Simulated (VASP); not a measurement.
Runs of VASP 6.6.1 on Se. The structure is that of space group P3_121 (No. 152), or close to it. The cells are those of the table. 

```csv
task,cell,gap on the mesh (eV),pressure (GPa),largest force (eV/Å)
electric field gradients,"a = 4.454, b = 4.454, c = 4.954 Å, angles 90.0, 90.0, 120.0°, 3 atoms",1.23,(c),0.05
electric field gradients,"a = 4.367, b = 4.328, c = 4.954 Å, angles 89.6, 88.8, 119.1°, 3 atoms",1.08,0.5,0.53
single point,"a = 4.366, b = 4.366, c = 4.904 Å, angles 90.0, 90.0, 120.0°, 3 atoms",1.21,1.2,(b)
electric field gradients,"a = 4.424, b = 4.424, c = 5.019 Å, angles 90.0, 90.0, 120.0°, 3 atoms",1.25,-1.7,0.06
electric field gradients,"a = 4.337, b = 4.337, c = 4.920 Å, angles 90.0, 90.0, 120.0°, 3 atoms",(d),1.6,(a)
```

Alike in all rows: level PBEsol; potentials or basis VASP PAW PBE potentials, release 64 (Se); no spin polarisation; k mesh 6 × 6 × 5; cutoff (eV) 520; smearing fermi-dirac 0.03 eV.

**Question.** Fill in the values left out.

**Answer.** (a) 0.55; (b) 0.46; (c) -1.4; (d) 1.22.

Caveats: the PAW data sets were made with another functional, which shifts forces and pressure a little.

A k mesh can miss the band edges, and the runs leave out spin-orbit coupling on Se.
